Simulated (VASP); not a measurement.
# Mo (R-3m) in VASP: notebook

The runs below take Mo through single point, with PBE.

Program: VASP 6.6.1. These are calculated values, not measurements. Logs are shortened: lines on timing, memory, paths and dates and some standing lists are left out, and cuts for length are marked.

## 1. The cell of the first run

Symmetry: R-3m, No. 166, trigonal system. The conventional cell has a = 3.491 Å, b = 3.491 Å, c = 4.727 Å, α = 90.00°, β = 90.00°, γ = 120.00°. Mo (site symmetry -3m) has 6 Mo at 2.56 Å within 3.4 Å.

## 2. Single point, PBE

File INCAR:

```
  PREC = Accurate
  ENCUT = 520
  EDIFF = 1E-6
  ISMEAR = 0
  SIGMA = 0.15
  LREAL = F
  LASPH = T
  NELM = 60
  ALGO = Fast
  ISIF = 2
  LWAVE = F
  LCHARG = F
  GGA = PE
  NBANDS = 13
```

File KPOINTS:

```
regular mesh
0
Gamma
  22 22 22
```

File POSCAR:

```
Mo
1.0
   -0.7359324326      1.7323970413      1.7323970413
    1.7323970413     -0.7359324326      1.7323970413
    1.7323970413      1.7323970413     -0.7359324326
Mo
1
Direct
    0.0000000000      0.0000000000      0.0000000000
```

Potentials or basis: VASP PAW PBE potentials, release 64 (Mo_sv).

Started as:

```
cat potpaw_PBE.64/Mo_sv/POTCAR > POTCAR
mpirun -np 1 vasp_std > vasp.out
```

OUTCAR:

```text
PREC = Accurate
   ENCUT = 520
   EDIFF = 1E-6
   ISMEAR = 0
   LREAL = F
   LASPH = T
   NELM = 60
   ISIF = 2
   GGA = PE

 ion  position               nearest neighbor table
   1  0.000  0.000  0.000-

  LATTYP: Found a trigonal (rhomboedric) cell.
 ALAT       =     2.5581234456
 COS(alpha) =     0.0689708859

  Lattice vectors:

 A1 = (  -0.7359324326,   1.7323970413,   1.7323970413)
 A2 = (   1.7323970413,  -0.7359324326,   1.7323970413)
 A3 = (   1.7323970413,   1.7323970413,  -0.7359324326)

Analysis of symmetry for initial positions (statically):
=====================================================================
 Subroutine PRICEL returns:
 Original cell was already a primitive cell.

 Routine SETGRP: Setting up the symmetry group for a
 trigonal (rhombohedral) supercell.

 Subroutine GETGRP returns: Found 12 space group operations
 (whereof 12 operations were pure point group operations)
 out of a pool of 12 trial point group operations.

The static configuration has the point symmetry D_3d.

Analysis of symmetry for dynamics (positions and initial velocities):
=====================================================================
 Subroutine PRICEL returns:
 Original cell was already a primitive cell.

 Routine SETGRP: Setting up the symmetry group for a
 trigonal (rhombohedral) supercell.

 Subroutine GETGRP returns: Found 12 space group operations
 (whereof 12 operations were pure point group operations)
 out of a pool of 12 trial point group operations.

The dynamic configuration has the point symmetry D_3d.

 Subroutine INISYM returns: Found 12 space group operations
 (whereof 12 operations are pure point group operations),
 and found     1 'primitive' translations

----------------------------------------------------------------------------------------

                                     Primitive cell

  volume of cell :      16.6260

  direct lattice vectors                    reciprocal lattice vectors
    -0.735932433  1.732397041  1.732397041    -0.147937144  0.257195157  0.257195157
     1.732397041 -0.735932433  1.732397041     0.257195157 -0.147937144  0.257195157
     1.732397041  1.732397041 -0.735932433     0.257195157  0.257195157 -0.147937144

  length of vectors
     2.558123446  2.558123446  2.558123446     0.392662827  0.392662827  0.392662827

  position of ions in fractional coordinates (direct lattice)
     0.000000000  0.000000000  0.000000000

  ion indices of the primitive-cell ions
   primitive index   ion index
                 1           1

----------------------------------------------------------------------------------------

 KPOINTS: regular mesh

Automatic generation of k-mesh.
 Grid dimensions read from file:
 generate k-points for:   22   22   22

 Generating k-lattice:

  Cartesian coordinates                     Fractional coordinates (reciprocal lattice)
    -0.006724416  0.011690689  0.011690689     0.045454545 -0.000000000 -0.000000000
     0.011690689 -0.006724416  0.011690689    -0.000000000  0.045454545 -0.000000000
     0.011690689  0.011690689 -0.006724416    -0.000000000 -0.000000000  0.045454545

  Length of vectors
     0.017848310  0.017848310  0.017848310

  Shift w.r.t. Gamma in fractional coordinates (k-lattice)
     0.000000000  0.000000000  0.000000000

 Subroutine IBZKPT returns following result:
 ===========================================

 Found   1024 irreducible k-points:

 Following reciprocal coordinates:
            Coordinates               Weight
  0.000000  0.000000  0.000000      1.000000
  0.045455 -0.000000 -0.000000      6.000000
  0.090909 -0.000000 -0.000000      6.000000
  0.136364  0.000000 -0.000000      6.000000
  0.181818 -0.000000 -0.000000      6.000000
  0.227273 -0.000000 -0.000000      6.000000
[... 16 lines left out ...]
  0.500000  0.045455 -0.000000     12.000000
 -0.454545  0.045455  0.000000     12.000000
 [... further k-points ...]
   k-points           NKPTS =   1024   k-points in BZ     NKDIM =   1024   number of bands    NBANDS=     13
   number of dos      NEDOS =    301   number of ions     NIONS =      1
   total plane-waves  NPLWV =   8000
   dimension x,y,z NGX =    20 NGY =   20 NGZ =   20
   dimension x,y,z NGXF=    40 NGYF=   40 NGZF=   40
   ions per type =               1
   NGX,Y,Z   is equivalent  to a cutoff of  13.00, 13.00, 13.00 a.u.
   NGXF,Y,Z  is equivalent  to a cutoff of  25.99, 25.99, 25.99 a.u.
 SYSTEM =  unknown system
   PREC   = accura    normal or accurate (medium, high low for compatibility)
   ISTART =      0    job   : 0-new  1-cont  2-samecut
   ICHARG =      2    charge: 1-file 2-atom 10-const
   ISPIN  =      1    spin polarized calculation?
   LNONCOLLINEAR =      F non collinear calculations
   LSORBIT =      F    spin-orbit coupling
   LASPH  =      T    aspherical Exc in radial PAW
   ENCUT  =  520.0 eV  38.22 Ry    6.18 a.u.   4.76  4.76  4.76*2*pi/ulx,y,z
   NELM   =     60;   NELMIN=  2; NELMDL= -5     # of ELM steps
   EDIFF  = 0.1E-05   stopping-criterion for ELM
   LREAL  =      F    real-space projection
   EDIFFG = 0.1E-04   stopping-criterion for IOM
   NSW    =      0    number of steps for IOM
   IBRION =     -1    ionic relax: 0-MD 1-quasi-New 2-CG
   NFREE  =      0    steps in history (QN), initial steepest desc. (CG)
   ISIF   =      2    stress and relaxation
   ISYM   =      2    0-nonsym 1-usesym 2-fastsym
   POTIM  = 0.5000    time-step for ionic-motion
   TEBEG  =    0.0;   TEEND  =   0.0 temperature during run
   PSTRESS=    0.0 pullay stress
   NELECT =      14.0000    total number of electrons
   NUPDOWN=      -1.0000    fix difference up-down
   EMIN   =  10.00;   EMAX   =-10.00  energy-range for DOS
   EFERMI =   0.00;   METHOD = LEGACY
   ISMEAR =     0;   SIGMA  =   0.15  broadening in eV -4-tet -1-fermi 0-gaus
   EFERMI_NEDOS =   21; number of points for ismear=-14 and -15
   IALGO  =     68    algorithm
   IMIX   =      4    mixing-type and parameters
     AMIX     =   0.40;   BMIX     =  1.00
     AMIX_MAG =   1.60;   BMIX_MAG =  1.00
  volume/ion in A,a.u.               =      16.63       112.20
  Fermi-wavevector in a.u.,A,eV,Ry     =   1.545924  2.921374 32.516322  2.389882
  Thomas-Fermi vector in A             =   2.651234
   LORBIT       =      0    0 simple, 1 ext, 2 COOP (PROOUT), +10 PAW based schemes
   GGA     = PE    functional components
   LHFCALC =     F    Hartree Fock is set to
   AEXX    =    0.0000 exact exchange contribution
   IVDW    =     0    specifies the selected vdW correction
   LEPSILON=     F    determine dielectric tensor
   LRPA    =     F    only Hartree local field effects (RPA)
 non-spin polarized calculation
 RMM-DIIS sequential band-by-band and
 Gauss-broadening in eV      SIGMA  =   0.15
  energy-cutoff  :      520.00
  volume of cell :       16.63
 maximum number of plane-waves:       462
   NGX =  9   NGY =  9   NGZ =  9

 number of electron      14.0000000 magnetization

 Free energy of the ion-electron system (eV)
  ---------------------------------------------------
  ext. energy  EPLUGINS =         0.00000000
  ---------------------------------------------------
  free energy    TOTEN  =        -9.82936345 eV

  energy without entropy =       -9.81702365  energy(sigma->0) =       -9.82319355

 E-fermi :  11.5751     XC(G=0): -12.9044

 val. band max:       11.5741058277   @ k =  -0.2727  -0.4545   0.1818
 cond. band min:      11.5752508304   @ k =   0.4545   0.2727   0.0909
 fundamental gap:      0.0011450027
 Fermi energy:        11.5750626010

 k-point     1 :       0.0000    0.0000    0.0000
  band No.  band energies     occupation
      1     -49.6243      2.00000
      2     -22.8161      2.00000
      3     -22.8161      2.00000
      4     -22.6932      2.00000
      5       4.8437      2.00000
      6       7.1418      2.00000
      7       7.1418      2.00000
      8      15.4493      0.00000
      9      15.4493      0.00000
     10      15.6223      0.00000
     11      26.3917      0.00000
     12      27.9369      0.00000
     13      27.9369      0.00000

 k-point     2 :       0.0455   -0.0000   -0.0000
  band No.  band energies     occupation
      1     -49.6195      2.00000
      2     -22.8419      2.00000
      3     -22.8130      2.00000
      4     -22.7021      2.00000
      5       4.9120      2.00000
      6       7.1585      2.00000
      7       7.2173      2.00000
      8      15.3532      0.00000
      9      15.4087      0.00000
     10      15.5753      0.00000
     11      26.4046      0.00000
     12      27.7112      0.00000
     13      28.0950      0.00000

 k-point     3 :       0.0909   -0.0000   -0.0000
  band No.  band energies     occupation
      1     -49.6057      2.00000
      2     -22.9352      2.00000
      3     -22.8039      2.00000
      4     -22.7091      2.00000
      5       5.1061      2.00000
      6       7.2076      2.00000
      7       7.4463      2.00000
      8      15.0844      0.00000
      9      15.1911      0.00000
     10      15.5492      0.00000
     11      26.1091      0.00000
     12      27.5111      0.00000
     13      28.5467      0.00000

 k-point     4 :       0.1364    0.0000   -0.0000
  band No.  band energies     occupation
      1     -49.5839      2.00000
      2     -23.0970      2.00000
      3     -22.7896      2.00000
      4     -22.7027      2.00000
      5       5.3972      2.00000
      6       7.2858      2.00000
      7       7.8324      2.00000
      8      14.6912      0.00000
      9      14.8210      0.00000
     10      15.5678      0.00000
     11      25.2226      0.00000
     12      27.8416      0.00000
     13      29.2344      0.00000

 k-point     5 :       0.1818   -0.0000   -0.0000
  band No.  band energies     occupation
      1     -49.5557      2.00000
      2     -23.3070      2.00000
      3     -22.7711      2.00000
      4     -22.6881      2.00000
      5       5.7498      2.00000
      6       7.3878      2.00000
      7       8.3679      2.00000
      8      14.2310      0.00000
      9      14.3836      0.00000
     10      15.6019      0.00000
     11      24.1583      0.00000
     12      28.4129      0.00000
     13      30.0841      0.00000

 k-point     6 :       0.2273   -0.0000   -0.0000
  band No.  band energies     occupation
      1     -49.5234      2.00000
      2     -23.5430      2.00000
      3     -22.7499      2.00000
      4     -22.6693      2.00000
      5       6.1339      2.00000
      6       7.5061      2.00000
      7       9.0202      2.00000
      8      13.7555      0.00000
      9      13.9377      0.00000
     10      15.6436      0.00000
     11      23.1357      0.00000
     12      29.0595      0.00000
     13      29.5937      0.00000

 k-point     7 :       0.2727    0.0000    0.0000
  band No.  band energies     occupation
      1     -49.4894      2.00000
      2     -23.7840      2.00000
      3     -22.7278      2.00000
      4     -22.6487      2.00000
      5       6.5285      2.00000
      6       7.6314      2.00000
      7       9.7254      2.00000
      8      13.3052      0.00000
      9      13.5269      0.00000
     10      15.6885      0.00000
     11      22.2620      0.00000
     12      28.5507      0.00000
     13      29.7061      0.00000
[... 193 lines left out ...]
 k-point    20 :       0.3636    0.0455   -0.0000
  band No.  band energies     occupation
      1     -49.4234      2.00000
      2     -24.1977      2.00000
      3     -22.7058      2.00000
      4     -22.6225      2.00000
      5       7.3345      2.00000
      6       7.9326      2.00000
      7      10.6565      2.00000
      8      12.5988      0.00000
      9      13.0472      0.00000
     10      15.7065      0.00000
     11      21.3627      0.00000
     12      27.1368      0.00000
     13      31.0874      0.00000

 k-point    21 :       0.4091    0.0455    0.0000
  band No.  band energies     occupation
      1     -49.4006      2.00000
      2     -24.3475      2.00000
      3     -22.6916      2.00000
      4     -22.6086      2.00000
      5       7.6360      2.00000
      6       8.0215      2.00000
      7      10.8619      2.00000
      8      12.4194      0.00000
      9      13.0101      0.00000
     10      15.7324      0.00000
     11      21.2215      0.00000
     12      26.5949      0.00000
     13      31.3041      0.00000

 k-point    22 :       0.4545    0.0455   -0.0000
  band No.  band energies     occupation
      1     -49.3860      2.00000
      2     -24.4419      2.00000
      3     -22.6829      2.00000
      4     -22.5998      2.00000
      5       7.8326      2.00000
      6       8.0779      2.00000
      7      10.9856      2.00000
      8      12.3214      0.00000
      9      12.9642      0.00000
     10      15.7459      0.00000
     11      21.2643      0.00000
     12      26.2478      0.00000
     13      30.8519      0.00000

 k-point    23 :       0.5000    0.0455   -0.0000
  band No.  band energies     occupation
      1     -49.3809      2.00000
      2     -24.4747      2.00000
      3     -22.6804      2.00000
      4     -22.5970      2.00000
      5       7.8979      2.00000
      6       8.0919      2.00000
      7      11.1017      1.99999
      8      12.3132      0.00000
      9      12.8664      0.00000
     10      15.7462      0.00000
     11      21.3133      0.00000
     12      26.1070      0.00000
     13      30.4693      0.00000

 k-point    24 :      -0.4545    0.0455    0.0000
  band No.  band energies     occupation
      1     -49.3857      2.00000
      2     -24.4438      2.00000
      3     -22.6844      2.00000
      4     -22.6003      2.00000
      5       7.8256      2.00000
      6       8.0635      2.00000
      7      11.1982      1.99962
      8      12.3920      0.00000
      9      12.7528      0.00000
     10      15.7333      0.00000
     11      21.2610      0.00000
     12      26.1767      0.00000
     13      30.4335      0.00000

 [... further k-points ...]
[... 5 lines left out ...]
  --------------------------------------------------------------------------------------
  -------------------------------------------------------------------------------------
  Total        1.1437877      1.1437877      1.1437877      0.7137579      0.7137579      0.7137579
  in kB      110.2219877    110.2219877    110.2219877     68.7818324     68.7818324     68.7818324
  external PRESSURE =     110.2219877 kB  Pullay stress =       0.0000000 kB

 VOLUME and BASIS-vectors are now :
 -----------------------------------------------------------------------------
  energy-cutoff  :      520.00
  volume of cell :       16.63
      direct lattice vectors                 reciprocal lattice vectors
    -0.735932433  1.732397041  1.732397041    -0.147937144  0.257195157  0.257195157
     1.732397041 -0.735932433  1.732397041     0.257195157 -0.147937144  0.257195157
     1.732397041  1.732397041 -0.735932433     0.257195157  0.257195157 -0.147937144

 POSITION                                       TOTAL-FORCE (eV/Angst)
 -----------------------------------------------------------------------------------
      0.00000      0.00000      0.00000        -0.000000      0.000000      0.000000
 -----------------------------------------------------------------------------------
    total drift:                               -0.000000     -0.000000     -0.000000

  FREE ENERGIE OF THE ION-ELECTRON SYSTEM (eV)
  ---------------------------------------------------
  free  energy   TOTEN  =        -9.8293634503 eV

  energy  without entropy=       -9.8170236528  energy(sigma->0) =       -9.82319355
```

It took 2 min on 1 thread of AMD EPYC 7R43 (Zen 3), shared host; peak memory 0.26 GiB.

Results:

```
Free energy            : -9.8294 eV
Pressure               : 11.0 GPa
Band gap on the k mesh : zero (band 7 reaches 13.11 eV, above the bottom of band 8 at 10.51 eV)
```

Stress tensor (GPa, compression positive):
```
11.02  6.88  6.88
 6.88 11.02  6.88
 6.88  6.88 11.02
```

Levels at points of the mesh, in eV from the Fermi level:
| k point | band 3 | band 4 | band 5 | band 6 | band 7 | band 8 | band 9 | band 10 | band 11 | band 12 |
| --- | --- | --- | --- | --- | --- | --- | --- | --- | --- | --- |
| (0.00, 0.00, 0.00) | -34.39 | -34.27 | -6.73 | -4.43 | -4.43 | 3.87 | 3.87 | 4.05 | 14.82 | 16.36 |
| (0.50, 0.00, 0.00) | -34.24 | -34.16 | -3.74 | -3.56 | 0.09 | 0.59 | 0.88 | 4.25 | 9.75 | 14.43 |
| (0.50, 0.50, 0.00) | -35.72 | -34.05 | -5.75 | -2.59 | 1.30 | 1.51 | 5.33 | 6.40 | 6.80 | 14.54 |
| (0.50, 0.50, 0.50) | -35.49 | -35.49 | -4.63 | -3.76 | -3.76 | 6.60 | 6.60 | 7.45 | 11.93 | 14.35 |

[end of part 1 of 2]
